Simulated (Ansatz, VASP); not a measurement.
# SrCl2 in VASP and in Ansatz

```
CELL_PARAMETERS angstrom
4.40725 0.04738 0.00000
-2.16259 3.79310 0.00000
0.00000 0.00000 5.59607
ATOMIC_POSITIONS crystal
Sr 0.00000 0.00000 0.00000
Cl 0.33649 0.66650 0.24888
Cl 0.66351 0.33350 0.75112
```

Change from the starting cell: shear_xy strain +2.1%.

Alike in both runs: task single point; functional PBE; k mesh 6 × 6 × 6; occupations fermi-dirac, width 0.02 eV; no spin polarisation.

|  | VASP | Ansatz |
| --- | --- | --- |
| version | VASP 6.6.1 | Ansatz 0.2.0 |
| potentials or method | VASP PAW PBE potentials, release 64 (Sr_sv, Cl) | plane waves, PAW |
| plane-wave cutoff (eV) | 520 | 420 |
| valence electrons in the cell | 24 | 24 |

VASP gave:

| Property | Result |
| --- | --- |
| gap on the k mesh at the Fermi level (eV) | 5.15 |
| pressure (GPa) | 1.3 |
| traceless stress, the component that is largest in VASP (GPa) | -0.33 |
| rms of the force components (eV/Å) | 0.010 |

Estimate Ansatz's values.

gap on the k mesh at the Fermi level (eV): 5.16; pressure (GPa): 1.2; traceless stress, the component that is largest in VASP (GPa): -0.33; rms of the force components (eV/Å): 0.002.

Atom by atom the forces differ by 0.011 eV/Å (rms over components).
